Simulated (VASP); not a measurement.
A run of VASP 6.6.1 is set up as follows.

The input INCAR:

```
SYSTEM = W
PREC = Accurate
ENCUT = 600
EDIFF = 1E-6
ISMEAR = -1
SIGMA = 0.05
LREAL = .FALSE.
LASPH = .TRUE.
NELM = 60
ALGO = Normal
ISIF = 3
LWAVE = .FALSE.
LCHARG = .FALSE.
GGA = PE
IBRION = 2
NSW = 45
EDIFFG = -0.005
```

File KPOINTS:

```
Automatic mesh
0
G
  18 18 18
  0 0 0
```

Contents of POSCAR:

```
W
1.0
    0.0000000000      2.0185871169      2.0185871169
    2.0185871169      0.0000000000      2.0185871169
    2.0185871169      2.0185871169      0.0000000000
W
1
Direct
    0.0000000000      0.0000000000      0.0000000000
```

Potentials or basis: VASP PAW PBE potentials, release 64 (W_sv).

Launch:

```bash
$ cat potpaw_PBE.64/W_sv/POTCAR > POTCAR
$ mpirun -np 1 vasp_std > vasp.out
```

(1) What does it give for the band gap on the k mesh?

(2) What does it give for the relaxed volume?

(3) What does it give for the relaxed cell?

Answers

(1) zero (bands 7 and 8 overlap by 3.58 eV).

(2) 16.48 Å³/atom.

(3) a = 2.856 Å, b = 2.856 Å, c = 2.856 Å, α = 60.00°, β = 60.00°, γ = 60.00°.

Caveat: spin-orbit coupling is left out, which moves the levels of the heavy elements.
